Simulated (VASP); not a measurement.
# Si (Fd-3m) in VASP: a series of runs, part 2 of 2

VASP 6.6.1.

## Step 3: Relaxation of cell and atoms, LDA

INCAR

```
ALGO = Normal
EDIFF = 1E-6
EDIFFG = -0.002
ENCUT = 600
GGA = CA
IBRION = 2
ISIF = 3
ISMEAR = 0
LASPH = True
LCHARG = False
LREAL = False
LWAVE = False
NELM = 100
NSW = 100
PREC = Accurate
SIGMA = 0.02
```

KPOINTS

```
k-points
0
Gamma
  10 10 10
```

POSCAR

```
Si
1.0
    0.0000000000      2.7008304917      2.7008304917
    2.7008304917      0.0000000000      2.7008304917
    2.7008304917      2.7008304917      0.0000000000
Si
2
Direct
    0.5000000000      0.5000000000      0.5000000000
    0.7500000000      0.7500000000      0.7500000000
```

Potentials or basis: VASP PAW LDA potentials, release 64 (Si).

Launch:

```sh
cat potpaw_LDA.64/Si/POTCAR > POTCAR
mpirun -np 1 vasp_std > vasp.out
```

OUTCAR:

```text
EDIFF = 1E-6
   EDIFFG = -0.002
   ENCUT = 600
   GGA = CA
   IBRION = 2
   ISIF = 3
   ISMEAR = 0
   LASPH = True
   LREAL = False
   NELM = 100
   NSW = 100
   PREC = Accurate

 ion  position               nearest neighbor table
   1  0.500  0.500  0.500-   2 2.34   2 2.34   2 2.34   2 2.34
   2  0.750  0.750  0.750-   1 2.34   1 2.34   1 2.34   1 2.34

  LATTYP: Found a face centered cubic cell.
 ALAT       =     5.4016609834

  Lattice vectors:

 A1 = (   0.0000000000,   2.7008304917,   2.7008304917)
 A2 = (   2.7008304917,   0.0000000000,   2.7008304917)
 A3 = (   2.7008304917,   2.7008304917,   0.0000000000)

Analysis of symmetry for initial positions (statically):
=====================================================================
 Subroutine PRICEL returns:
 Original cell was already a primitive cell.

 Routine SETGRP: Setting up the symmetry group for a
 face centered cubic supercell.

 Subroutine GETGRP returns: Found 48 space group operations
 (whereof 24 operations were pure point group operations)
 out of a pool of 48 trial point group operations.

The static configuration has the point symmetry T_d .
 The point group associated with its full space group is O_h .

Analysis of symmetry for dynamics (positions and initial velocities):
=====================================================================
 Subroutine PRICEL returns:
 Original cell was already a primitive cell.

 Routine SETGRP: Setting up the symmetry group for a
 face centered cubic supercell.

 Subroutine GETGRP returns: Found 48 space group operations
 (whereof 24 operations were pure point group operations)
 out of a pool of 48 trial point group operations.

The dynamic configuration has the point symmetry T_d .
 The point group associated with its full space group is O_h .

[... 123 lines left out ...]
   GGA     = CA    functional components
   LHFCALC =     F    Hartree Fock is set to
   AEXX    =    0.0000 exact exchange contribution
   IVDW    =     0    specifies the selected vdW correction
   LEPSILON=     F    determine dielectric tensor
   LRPA    =     F    only Hartree local field effects (RPA)
 conjugate gradient relaxation of ions
 non-spin polarized calculation
 Gauss-broadening in eV      SIGMA  =   0.02
  energy-cutoff  :      600.00
  volume of cell :       39.40
 maximum number of plane-waves:      1363
   NGX = 15   NGY = 15   NGZ = 15

--------------------------------------- Ionic step        1  -------------------------------------------

 number of electron       7.9999999 magnetization

 Free energy of the ion-electron system (eV)
  ---------------------------------------------------
  ext. energy  EPLUGINS =         0.00000000
  ---------------------------------------------------
  free energy    TOTEN  =       -11.91928238 eV

  energy without entropy =      -11.91928238  energy(sigma->0) =      -11.91928238

------------------------ aborting loop because EDIFF is reached ----------------------------------------

  FORCE on cell =-STRESS in cart. coord.  units (eV):
  Direction    XX          YY          ZZ          XY          YZ          ZX
  --------------------------------------------------------------------------------------
  -------------------------------------------------------------------------------------
  Total        0.0174184      0.0174184      0.0174184      0.0000000      0.0000000      0.0000000
  in kB        0.7082673      0.7082673      0.7082673      0.0000000      0.0000000      0.0000000
  external PRESSURE =       0.7082673 kB  Pullay stress =       0.0000000 kB
[... 59 lines left out ...]
--------------------------------------- Ionic step        3  -------------------------------------------

 number of electron       7.9999999 magnetization

 Free energy of the ion-electron system (eV)
  ---------------------------------------------------
  ext. energy  EPLUGINS =         0.00000000
  ---------------------------------------------------
  free energy    TOTEN  =       -11.91928861 eV

  energy without entropy =      -11.91928861  energy(sigma->0) =      -11.91928861

 E-fermi :   6.0129     XC(G=0):  -9.6634

 val. band max:        5.9274819618   @ k =   0.0000   0.0000   0.0000
 cond. band min:       6.3810812267   @ k =   0.4000   0.4000   0.0000
 fundamental gap:      0.4535992649
 Fermi energy:         6.0128896406

 k-point     1 :       0.0000    0.0000    0.0000
  band No.  band energies     occupation
      1      -6.1351      2.00000
      2       5.9275      2.00000
      3       5.9275      2.00000
      4       5.9275      2.00000
      5       8.4581      0.00000
      6       8.4581      0.00000
      7       8.4581      0.00000
      8       9.3132      0.00000
[... 243 lines left out ...]
 k-point    24 :       0.4000    0.3000    0.0000
  band No.  band energies     occupation
      1      -3.9432      2.00000
      2       0.4860      2.00000
      3       3.0148      2.00000
      4       3.4568      2.00000
      5       6.8658      0.00000
      6       8.0599      0.00000
      7      12.8745      0.00000
      8      12.9905      0.00000

 [... further k-points ...]
[... 5 lines left out ...]
  --------------------------------------------------------------------------------------
  -------------------------------------------------------------------------------------
  Total       -0.0002209     -0.0002209     -0.0002209      0.0000000     -0.0000000      0.0000000
  in kB       -0.0089773     -0.0089773     -0.0089773      0.0000000     -0.0000000      0.0000000
  external PRESSURE =      -0.0089773 kB  Pullay stress =       0.0000000 kB
[... 17 lines left out ...]
  FREE ENERGIE OF THE ION-ELECTRON SYSTEM (eV)
  ---------------------------------------------------
  free  energy   TOTEN  =       -11.9192886127 eV

  energy  without entropy=      -11.9192886127  energy(sigma->0) =      -11.91928861

 reached required accuracy - stopping structural energy minimisation
```

Wall time 22 s (1 thread of Intel Xeon 8259CL, shared host); peak memory 0.15 GiB.

What came out:

| Quantity | Value |
| --- | --- |
| Free energy | -11.9193 eV |
| Relaxed volume | 19.72 Å³/atom |
| Relaxed cell | a = 3.820 Å, b = 3.820 Å, c = 3.820 Å, α = 60.00°, β = 60.00°, γ = 60.00° |
| Space group after relaxing (to 0.1 Å) | Fd-3m (No. 227) |
| Energy gained by relaxing | 0.0 meV/atom |
| Ionic steps | 3 |
| Pressure after relaxing | 0.0 GPa |
| Band gap on the k mesh | 0.45 eV (least direct gap 2.53 eV) |

Final structure:
```cif
data_structure
_symmetry_space_group_name_H-M 'P 1'
_symmetry_Int_Tables_number 1
_cell_length_a 3.8205
_cell_length_b 3.8205
_cell_length_c 3.8205
_cell_angle_alpha 60.000
_cell_angle_beta 60.000
_cell_angle_gamma 60.000
_cell_volume 39.43
loop_
_atom_site_label
_atom_site_type_symbol
_atom_site_fract_x
_atom_site_fract_y
_atom_site_fract_z
_atom_site_occupancy
Si1 Si 0.50000 0.50000 0.50000 1
Si2 Si 0.75000 0.75000 0.75000 1
```

Levels at points of the mesh, in eV from the valence-band top:
```
           k point  band 1  band 2  band 3  band 4  band 5  band 6  band 7  band 8
(0.00, 0.00, 0.00)  -12.06    0.00    0.00    0.00    2.53    2.53    2.53    3.39
(0.50, 0.00, 0.00)   -9.69   -7.06   -1.21   -1.21    1.48    3.29    3.29    7.54
(0.50, 0.50, 0.00)   -7.86   -7.86   -2.89   -2.89    0.58    0.58   10.11   10.11
```

A k mesh can miss the band edges.

## Step 4: Relaxation of cell and atoms, LDA

INCAR

```
  PREC = Accurate
  ENCUT = 600
  EDIFF = 1E-6
  ISMEAR = 0
  SIGMA = 0.01
  LREAL = False
  LASPH = True
  NELM = 80
  ALGO = Normal
  ISIF = 3
  LWAVE = False
  LCHARG = False
  GGA = CA
  IBRION = 2
  NSW = 80
  EDIFFG = -0.001
```

KPOINTS

```
regular mesh
0
Gamma
  12 12 12
```

POSCAR is that of step 3.

Launch:

```sh
cat potpaw_LDA.64/Si/POTCAR > POTCAR
mpirun -np 1 vasp_std > vasp.out
```

It took 39 s on 1 thread of Intel Xeon 8259CL, shared host; peak memory 0.15 GiB.

It converged, with:

```yaml
Free_energy: -11.9199 eV
Relaxed_volume: 19.72 Å³/atom
Relaxed_cell: a = 3.820 Å, b = 3.820 Å, c = 3.820 Å, α = 60.00°, β = 60.00°, γ = 60.00°
Space_group_after_relaxing_to_0.1_Å: Fd-3m (No. 227)
Energy_gained_by_relaxing: 0.0 meV/atom
Ionic_steps: 3
Pressure_after_relaxing: 0.0 GPa
Band_gap_on_the_k_mesh: 0.44 eV (least direct gap 2.53 eV)
```

Final structure:
```yaml
crystal:
  lattice:
    - [0.00000, 2.70148, 2.70148]
    - [2.70148, 0.00000, 2.70148]
    - [2.70148, 2.70148, 0.00000]
  atoms:
    - { symbol: Si, position: [0.50000, 0.50000, 0.50000] }
    - { symbol: Si, position: [0.75000, 0.75000, 0.75000] }
```

Levels at points of the mesh, in eV from the valence-band top:
```csv
k point,band 1,band 2,band 3,band 4,band 5,band 6,band 7,band 8
"(0.00, 0.00, 0.00)",-12.06,0.00,0.00,0.00,2.53,2.53,2.53,3.39
"(0.50, 0.00, 0.00)",-9.69,-7.06,-1.21,-1.21,1.48,3.29,3.29,7.54
"(0.50, 0.50, 0.00)",-7.86,-7.86,-2.89,-2.89,0.58,0.58,10.11,10.11
```

A k mesh can miss the band edges.

## Step 5: Overview

| task | cell | k mesh | cutoff (eV) | smearing | gap on the mesh (eV) | pressure (GPa) | relaxed volume (Å³/atom) |
| --- | --- | --- | --- | --- | --- | --- | --- |
| single point | as given | 12 × 12 × 12 | 520 | gaussian 0.01 eV | 0.44 | 0.1 | - |
| relaxation of cell and atoms | relaxed | 10 × 10 × 10 | 600 | gaussian 0.02 eV | 0.45 | 0.0 | 19.72 |
| relaxation of cell and atoms | relaxed | 12 × 12 × 12 | 600 | gaussian 0.01 eV | 0.44 | 0.0 | 19.72 |

Alike in all rows: level LDA; potentials or basis VASP PAW LDA potentials, release 64 (Si); no spin polarisation.

Total energies depend on the potentials used, so only differences within one code and one set of settings carry meaning.
